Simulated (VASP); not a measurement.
# Re (Pm-3n) in VASP: a series of runs

Runs on Re. Level: PBEsol. Tasks: relaxation of cell and atoms, single point.

Program: VASP 6.6.1. These are calculated values, not measurements. Logs are shortened: lines on timing, memory, paths and dates and some standing lists are left out, and cuts for length are marked.

**1. The cell of the first run**

Symmetry: Pm-3n, No. 223, cubic system. Conventional cell: a = 4.934 Å, b = 4.934 Å, c = 4.934 Å, α = 90.00°, β = 90.00°, γ = 90.00°. Re (site symmetry m-3) has 12 Re at 2.76 Å within 3.6 Å. Re (site symmetry -4m2) has 14 Re at 2.47 to 3.02 Å within 3.3 Å.

**2. Relaxation of cell and atoms, PBEsol**

INCAR

```
SYSTEM = Re
PREC     = Accurate       ! precision mode
ENCUT    = 600            ! plane-wave cutoff, eV
EDIFF    = 1E-6           ! SCF threshold, eV
ISMEAR   = 0              ! smearing method
SIGMA    = 0.1            ! smearing width, eV
LREAL    = .FALSE.        ! projectors in reciprocal space
LASPH    = .TRUE.         ! aspherical terms in the spheres
NELM     = 100            ! most SCF steps
ALGO     = Normal         ! electronic algorithm
ISIF     = 3              ! what is computed and relaxed
LWAVE    = .FALSE.        ! write WAVECAR
LCHARG   = .FALSE.        ! write CHGCAR
GGA      = PS             ! functional
IBRION   = 2              ! ionic algorithm
NSW      = 90             ! ionic steps
EDIFFG   = -0.04          ! ionic threshold
```

KPOINTS

```
regular mesh
0
G
  4 4 4
  0 0 0
```

POSCAR

```
Re
1.0
    4.9335961179      0.0000000000      0.0000000000
    0.0000000000      4.9335961179      0.0000000000
    0.0000000000      0.0000000000      4.9335961179
Re
8
Direct
    0.5000000000      0.5000000000      0.5000000000
    0.0000000000      0.0000000000      0.0000000000
    0.2500000000      0.0000000000      0.5000000000
    0.5000000000      0.2500000000      0.0000000000
    0.5000000000      0.7500000000      0.0000000000
    0.7500000000      0.0000000000      0.5000000000
    0.0000000000      0.5000000000      0.7500000000
    0.0000000000      0.5000000000      0.2500000000
```

Potentials or basis: VASP PAW PBE potentials, release 64 (Re).

Run with:

```console
$ cat potpaw_PBE.64/Re/POTCAR > POTCAR
$ mpirun -np 1 vasp_std > vasp.out
```

OUTCAR:

```text
SYSTEM = Re
   PREC = Accurate
   ENCUT = 600
   EDIFF = 1E-6
   ISMEAR = 0
   LREAL = .FALSE.
   LASPH = .TRUE.
   NELM = 100
   ISIF = 3
   GGA = PS
   IBRION = 2
   NSW = 90
   EDIFFG = -0.04

 ion  position               nearest neighbor table
   1  0.500  0.500  0.500-   3 2.76   4 2.76   5 2.76   6 2.76   7 2.76   8 2.76   4 2.76   5 2.76
                             3 2.76   6 2.76   7 2.76   8 2.76
   2  0.000  0.000  0.000-   3 2.76   4 2.76   5 2.76   6 2.76   7 2.76   8 2.76   3 2.76   6 2.76
                             7 2.76   8 2.76   4 2.76   5 2.76
   3  0.250  0.000  0.500-   6 2.47   6 2.47   1 2.76   2 2.76   1 2.76   2 2.76   8 3.02   5 3.02
                             4 3.02   5 3.02   4 3.02   7 3.02   8 3.02   7 3.02
   4  0.500  0.250  0.000-   5 2.47   5 2.47   1 2.76   1 2.76   2 2.76   2 2.76   8 3.02   3 3.02
                             3 3.02   6 3.02   6 3.02   7 3.02   7 3.02   8 3.02
   5  0.500  0.750  0.000-   4 2.47   4 2.47   1 2.76   1 2.76   2 2.76   2 2.76   8 3.02   3 3.02
                             3 3.02   6 3.02   6 3.02   7 3.02   7 3.02   8 3.02
   6  0.750  0.000  0.500-   3 2.47   3 2.47   1 2.76   2 2.76   1 2.76   2 2.76   8 3.02   4 3.02
                             4 3.02   5 3.02   5 3.02   7 3.02   8 3.02   7 3.02
   7  0.000  0.500  0.750-   8 2.47   8 2.47   1 2.76   2 2.76   2 2.76   1 2.76   3 3.02   4 3.02
                             5 3.02   3 3.02   6 3.02   6 3.02   4 3.02   5 3.02
   8  0.000  0.500  0.250-   7 2.47   7 2.47   1 2.76   2 2.76   2 2.76   1 2.76   3 3.02   4 3.02
                             5 3.02   3 3.02   6 3.02   6 3.02   4 3.02   5 3.02

  LATTYP: Found a simple cubic cell.
 ALAT       =     4.9335961179

  Lattice vectors:

 A1 = (   4.9335961179,   0.0000000000,   0.0000000000)
 A2 = (   0.0000000000,   4.9335961179,   0.0000000000)
 A3 = (   0.0000000000,   0.0000000000,   4.9335961179)

Analysis of symmetry for initial positions (statically):
=====================================================================
 Subroutine PRICEL returns:
 Original cell was already a primitive cell.

 Routine SETGRP: Setting up the symmetry group for a
 simple cubic supercell.

 Subroutine GETGRP returns: Found 48 space group operations
 (whereof 24 operations were pure point group operations)
 out of a pool of 48 trial point group operations.

The static configuration has the point symmetry T_h .
 The point group associated with its full space group is O_h .

Analysis of symmetry for dynamics (positions and initial velocities):
=====================================================================
 Subroutine PRICEL returns:
 Original cell was already a primitive cell.

 Routine SETGRP: Setting up the symmetry group for a
 simple cubic supercell.

 Subroutine GETGRP returns: Found 48 space group operations
 (whereof 24 operations were pure point group operations)
 out of a pool of 48 trial point group operations.

The dynamic configuration has the point symmetry T_h .
 The point group associated with its full space group is O_h .

 Subroutine INISYM returns: Found 48 space group operations
 (whereof 24 operations are pure point group operations),
 and found     1 'primitive' translations

----------------------------------------------------------------------------------------

                                     Primitive cell

  volume of cell :     120.0856

  direct lattice vectors                    reciprocal lattice vectors
     4.933596118  0.000000000  0.000000000     0.202691906  0.000000000  0.000000000
     0.000000000  4.933596118  0.000000000     0.000000000  0.202691906  0.000000000
     0.000000000  0.000000000  4.933596118     0.000000000  0.000000000  0.202691906

  length of vectors
     4.933596118  4.933596118  4.933596118     0.202691906  0.202691906  0.202691906

  position of ions in fractional coordinates (direct lattice)
     0.500000000  0.500000000  0.500000000
     0.000000000  0.000000000  0.000000000
     0.250000000  0.000000000  0.500000000
     0.500000000  0.250000000  0.000000000
     0.500000000  0.750000000  0.000000000
     0.750000000  0.000000000  0.500000000
     0.000000000  0.500000000  0.750000000
     0.000000000  0.500000000  0.250000000

  ion indices of the primitive-cell ions
   primitive index   ion index
                 1           1
                 2           2
                 3           3
                 4           4
                 5           5
                 6           6
                 7           7
                 8           8

----------------------------------------------------------------------------------------

 KPOINTS: regular mesh

Automatic generation of k-mesh.
 Grid dimensions read from file:
 generate k-points for:    4    4    4

 Generating k-lattice:

  Cartesian coordinates                     Fractional coordinates (reciprocal lattice)
     0.050672976  0.000000000  0.000000000     0.250000000  0.000000000  0.000000000
     0.000000000  0.050672976  0.000000000     0.000000000  0.250000000  0.000000000
     0.000000000  0.000000000  0.050672976     0.000000000  0.000000000  0.250000000

  Length of vectors
     0.050672976  0.050672976  0.050672976

  Shift w.r.t. Gamma in fractional coordinates (k-lattice)
     0.000000000  0.000000000  0.000000000

 Subroutine IBZKPT returns following result:
 ===========================================

 Found     10 irreducible k-points:

 Following reciprocal coordinates:
            Coordinates               Weight
  0.000000  0.000000  0.000000      1.000000
  0.250000  0.000000  0.000000      6.000000
  0.500000  0.000000  0.000000      3.000000
  0.250000  0.250000  0.000000     12.000000
  0.500000  0.250000  0.000000     12.000000
  0.500000  0.500000  0.000000      3.000000
  0.250000  0.250000  0.250000      8.000000
  0.500000  0.250000  0.250000     12.000000
  0.500000  0.500000  0.250000      6.000000
  0.500000  0.500000  0.500000      1.000000
   k-points           NKPTS =     10   k-points in BZ     NKDIM =     10   number of bands    NBANDS=     33
   number of dos      NEDOS =    301   number of ions     NIONS =      8
   total plane-waves  NPLWV =  64000
   dimension x,y,z NGX =    40 NGY =   40 NGZ =   40
   dimension x,y,z NGXF=    80 NGYF=   80 NGZF=   80
   ions per type =               8
   NGX,Y,Z   is equivalent  to a cutoff of  13.48, 13.48, 13.48 a.u.
   NGXF,Y,Z  is equivalent  to a cutoff of  26.96, 26.96, 26.96 a.u.
 SYSTEM =  Re
   PREC   = accura    normal or accurate (medium, high low for compatibility)
   ISTART =      0    job   : 0-new  1-cont  2-samecut
   ICHARG =      2    charge: 1-file 2-atom 10-const
   ISPIN  =      1    spin polarized calculation?
   LNONCOLLINEAR =      F non collinear calculations
   LSORBIT =      F    spin-orbit coupling
   LASPH  =      T    aspherical Exc in radial PAW
   ENCUT  =  600.0 eV  44.10 Ry    6.64 a.u.   9.85  9.85  9.85*2*pi/ulx,y,z
   NELM   =    100;   NELMIN=  2; NELMDL= -5     # of ELM steps
   EDIFF  = 0.1E-05   stopping-criterion for ELM
   LREAL  =      F    real-space projection
   EDIFFG = -.4E-01   stopping-criterion for IOM
   NSW    =     90    number of steps for IOM
   IBRION =      2    ionic relax: 0-MD 1-quasi-New 2-CG
   NFREE  =      1    steps in history (QN), initial steepest desc. (CG)
   ISIF   =      3    stress and relaxation
   ISYM   =      2    0-nonsym 1-usesym 2-fastsym
   POTIM  = 0.5000    time-step for ionic-motion
   TEBEG  =    0.0;   TEEND  =   0.0 temperature during run
   PSTRESS=    0.0 pullay stress
   NELECT =      56.0000    total number of electrons
   NUPDOWN=      -1.0000    fix difference up-down
   EMIN   =  10.00;   EMAX   =-10.00  energy-range for DOS
   EFERMI =   0.00;   METHOD = LEGACY
   ISMEAR =     0;   SIGMA  =   0.10  broadening in eV -4-tet -1-fermi 0-gaus
   EFERMI_NEDOS =   21; number of points for ismear=-14 and -15
   IALGO  =     38    algorithm
   IMIX   =      4    mixing-type and parameters
     AMIX     =   0.40;   BMIX     =  1.00
     AMIX_MAG =   1.60;   BMIX_MAG =  1.00
  volume/ion in A,a.u.               =      15.01       101.30
  Fermi-wavevector in a.u.,A,eV,Ry     =   1.269523  2.399051 21.928356  1.611689
  Thomas-Fermi vector in A             =   2.402560
   LORBIT       =      0    0 simple, 1 ext, 2 COOP (PROOUT), +10 PAW based schemes
   GGA     = PS    functional components
   LHFCALC =     F    Hartree Fock is set to
   AEXX    =    0.0000 exact exchange contribution
   IVDW    =     0    specifies the selected vdW correction
   LEPSILON=     F    determine dielectric tensor
   LRPA    =     F    only Hartree local field effects (RPA)
 conjugate gradient relaxation of ions
 non-spin polarized calculation
 Gauss-broadening in eV      SIGMA  =   0.10
  energy-cutoff  :      600.00
  volume of cell :      120.09
 maximum number of plane-waves:      4032
 NGX is ok and might be reduce to    40
   NGX = 19   NGY = 19   NGZ = 19

--------------------------------------- Ionic step        1  -------------------------------------------

 number of electron      56.0000013 magnetization

 Free energy of the ion-electron system (eV)
  ---------------------------------------------------
  ext. energy  EPLUGINS =         0.00000000
  ---------------------------------------------------
  free energy    TOTEN  =      -105.36686106 eV

  energy without entropy =     -105.31602255  energy(sigma->0) =     -105.34144180

------------------------ aborting loop because EDIFF is reached ----------------------------------------

  FORCE on cell =-STRESS in cart. coord.  units (eV):
  Direction    XX          YY          ZZ          XY          YZ          ZX
  --------------------------------------------------------------------------------------
  -------------------------------------------------------------------------------------
  Total       -4.0143347     -4.0143347     -4.0143347     -0.0000000      0.0000000     -0.0000000
  in kB      -53.5591135    -53.5591135    -53.5591135     -0.0000000      0.0000000     -0.0000000
  external PRESSURE =     -53.5591135 kB  Pullay stress =       0.0000000 kB
[... 69 lines left out ...]
  energy  without entropy=     -104.8152724501  energy(sigma->0) =     -104.83895380

--------------------------------------- Ionic step        3  -------------------------------------------

 number of electron      56.0000011 magnetization

 Free energy of the ion-electron system (eV)
  ---------------------------------------------------
  ext. energy  EPLUGINS =         0.00000000
  ---------------------------------------------------
  free energy    TOTEN  =      -105.39563904 eV

  energy without entropy =     -105.34539523  energy(sigma->0) =     -105.37051714

 E-fermi :   8.2968     XC(G=0): -13.7722

 val. band max:        8.2916451956   @ k =   0.5000   0.5000   0.5000
 cond. band min:       8.3003343010   @ k =   0.2500   0.2500   0.0000
 fundamental gap:      0.0086891054
 Fermi energy:         8.2968066492

 k-point     1 :       0.0000    0.0000    0.0000
  band No.  band energies     occupation
      1      -2.1895      2.00000
      2       1.1632      2.00000
      3       1.1632      2.00000
      4       2.2418      2.00000
      5       2.5810      2.00000
      6       2.5810      2.00000
[... 384 lines left out ...]
  FREE ENERGIE OF THE ION-ELECTRON SYSTEM (eV)
  ---------------------------------------------------
  free  energy   TOTEN  =      -105.3956390363 eV

  energy  without entropy=     -105.3453952348  energy(sigma->0) =     -105.37051714

 reached required accuracy - stopping structural energy minimisation
```

Wall time 92 s (1 thread of Intel Xeon Platinum 8559C (Emerald Rapids), shared host); peak memory 0.26 GiB.

What came out:

```
Free energy                            : -105.3956 eV
Relaxed volume                         : 14.80 Å³/atom
Relaxed cell                           : a = 4.911 Å, b = 4.911 Å, c = 4.911 Å, α = 90.00°, β = 90.00°, γ = 90.00°
Space group after relaxing (to 0.05 Å) : Pm-3n (No. 223)
Energy gained by relaxing              : 3.6 meV/atom
Ionic steps                            : 3
Pressure after relaxing                : -0.1 GPa
Band gap on the k mesh                 : zero (band 28 reaches 8.50 eV, above the bottom of band 29 at 8.06 eV)
```

Step by step:
```csv
step,energy change (eV),largest force (eV/Å),pressure (GPa),volume (Å³)
1,0.0000,0.0000,-5.36,120.09
2,0.5042,0.0000,26.47,111.57
3,-0.0288,0.0000,-0.14,118.44
```

Final structure:
```cif
data_structure
_symmetry_space_group_name_H-M 'P 1'
_symmetry_Int_Tables_number 1
_cell_length_a 4.9109
_cell_length_b 4.9109
_cell_length_c 4.9109
_cell_angle_alpha 90.000
_cell_angle_beta 90.000
_cell_angle_gamma 90.000
_cell_volume 118.44
loop_
_atom_site_label
_atom_site_type_symbol
_atom_site_fract_x
_atom_site_fract_y
_atom_site_fract_z
_atom_site_occupancy
Re1 Re 0.50000 0.50000 0.50000 1
Re2 Re 0.00000 0.00000 0.00000 1
Re3 Re 0.25000 0.00000 0.50000 1
Re4 Re 0.50000 0.25000 0.00000 1
Re5 Re 0.50000 0.75000 0.00000 1
Re6 Re 0.75000 0.00000 0.50000 1
Re7 Re 0.00000 0.50000 0.75000 1
Re8 Re 0.00000 0.50000 0.25000 1
```

Levels at points of the mesh, in eV from the Fermi level:
```csv
k point,band 24,band 25,band 26,band 27,band 28,band 29,band 30,band 31,band 32,band 33
"(0.00, 0.00, 0.00)",-1.81,-1.81,0.20,0.20,0.20,0.28,0.28,0.28,0.57,0.57
"(0.50, 0.00, 0.00)",-2.04,-0.78,-0.78,-0.54,-0.54,-0.23,-0.23,0.66,0.66,1.55
"(0.50, 0.50, 0.00)",-1.05,-1.05,-1.00,-0.78,-0.12,-0.11,0.78,0.86,1.10,1.11
"(0.50, 0.50, 0.50)",-2.59,-0.01,-0.01,-0.01,-0.01,-0.01,-0.01,1.69,1.69,1.69
```

Caveat: the PAW data sets were made with another functional, which shifts forces and pressure a little; spin-orbit coupling is left out, which moves the levels of the heavy elements.

**3. Single point, PBEsol**

This run uses another cell than the first one, of 14.77 Å³/atom, 0.984 times its volume.

INCAR

```
PREC = Accurate ; ENCUT = 520
EDIFF = 1E-7 ; ISMEAR = 0
SIGMA = 0.1 ; LREAL = False
LASPH = True ; NELM = 100
ALGO = Normal ; ISIF = 2
LWAVE = False ; LCHARG = False
GGA = PS ; NBANDS = 38
```

KPOINTS

```
Automatic mesh
0
Gamma
  8 8 8
```

POSCAR, as its differences from that of step 2:

```diff
@@ -2,5 +2,5 @@
 1.0
-    4.9335961179      0.0000000000      0.0000000000
-    0.0000000000      4.9335961179      0.0000000000
-    0.0000000000      0.0000000000      4.9335961179
+    4.9073164380      0.0000000000      0.0000000000
+    0.0000000000      4.9073164380      0.0000000000
+    0.0000000000      0.0000000000      4.9073164380
 Re
```

Potentials or basis: VASP PAW PBE potentials, release 64 (Re).

Run with:

```console
$ cat potpaw_PBE.64/Re/POTCAR > POTCAR
$ mpirun -np 1 vasp_std > vasp.out
```

It took 1.9 min on 1 thread of Intel Xeon 6975P-C (Granite Rapids), shared host; peak memory 0.26 GiB.

The run converged. Its results:

```yaml
Free_energy: -105.5225 eV
Pressure: -0.3 GPa
Band_gap_on_the_k_mesh: zero (band 28 reaches 8.85 eV, above the bottom of band 29 at 8.05 eV)
```

Levels at points of the mesh, in eV from the Fermi level:
```csv
k point,band 24,band 25,band 26,band 27,band 28,band 29,band 30,band 31,band 32,band 33
"(0.00, 0.00, 0.00)",-1.85,-1.85,0.15,0.15,0.15,0.21,0.21,0.21,0.52,0.52
"(0.50, 0.00, 0.00)",-2.12,-0.84,-0.84,-0.65,-0.65,-0.28,-0.28,0.60,0.60,1.49
"(0.50, 0.50, 0.00)",-1.16,-1.16,-1.12,-0.88,-0.20,-0.18,0.74,0.82,1.05,1.05
"(0.50, 0.50, 0.50)",-2.70,-0.10,-0.10,-0.10,-0.10,-0.10,-0.10,1.64,1.64,1.64
```

Caveat: the PAW data sets were made with another functional, which shifts forces and pressure a little; spin-orbit coupling is left out, which moves the levels of the heavy elements.

[end of part 1 of 2]
